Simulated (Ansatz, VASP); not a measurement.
# One calculation of Pb, two programs

```
Pb
1.0
     3.75840    0.00000    0.00000
    -1.87920    3.25487    0.00000
     0.00000    0.00000    5.14280
Pb
2
Direct
  0.33333 0.66667 0.25000
  0.66667 0.33333 0.75000
```

Change from the starting cell: strain +0.080 along x and y, -0.080 along z, atoms carried along.

Alike in both runs: task single point; functional r2SCAN; k mesh 18 × 18 × 10; occupations gaussian, width 0.15 eV; no spin polarisation.

|  | VASP | Ansatz |
| --- | --- | --- |
| version | VASP 6.6.1 | Ansatz 0.2.0 |
| potentials or method | VASP PAW PBE potentials, release 64 (Pb_d), cutoff 520 eV | scalar-relativistic, plane waves, PAW |
| valence electrons in the cell | 28 | 28 |

|  | VASP | Ansatz | Ansatz less VASP |
| --- | --- | --- | --- |
| gap on the k mesh at the Fermi level (eV) | none | none | - |
| pressure (GPa) | 0.5 | 0.5 | 0.00 |
| traceless stress, the component that is largest in VASP (GPa) | 2.28 | 2.26 | -0.013 |

VASP's potentials were made for PBE, not for r2SCAN. A gap of «none» marks a metal or a gap that the smearing closes.

Spin-orbit coupling is off throughout.
